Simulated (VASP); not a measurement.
LiH (a cell with a defect), 62 atoms in the cell. The cell holds a defect, 62 atoms: a = 7.960 Å, b = 7.960 Å, c = 7.960 Å, α = 90.00°, β = 90.00°, γ = 90.00°. 

- Program: VASP 6.6.1
- Task: relaxation of the atoms
- Functional: PBEsol
- Potentials or basis: VASP PAW PBE potentials, release 64 (H, Li_sv)
- Cutoff: 650 eV
- k mesh: 1 × 1 × 1, shifted
- Occupations: fermi-dirac, width 0.05 eV
- Spin: no spin polarisation
- Dipole correction: no
- Mended: yes
- Further INCAR settings: LREAL = Auto; ALGO = Normal; EDIFF = 1e-07; ISYM = -1; IBRION = 2; EDIFFG = -0.03; NSW = 100

Potentials or basis: VASP PAW PBE potentials, release 64 (H, Li_sv).

Command:

```sh
$ cat potpaw_PBE.64/H/POTCAR potpaw_PBE.64/Li_sv/POTCAR > POTCAR
$ mpirun -np 1 vasp_std > vasp.out
```

Hardware: 1 thread of Intel(R) Xeon(R) Platinum 8375C CPU @ 2.90GHz (Ice Lake) (shared host).

Q: How long does it take, and how much memory?

A: It took 20 min on 1 thread of Intel(R) Xeon(R) Platinum 8375C CPU @ 2.90GHz (Ice Lake), on a shared host, peak memory 0.77 GiB. Counts: scf iterations 103, k points 1, ion steps 8.
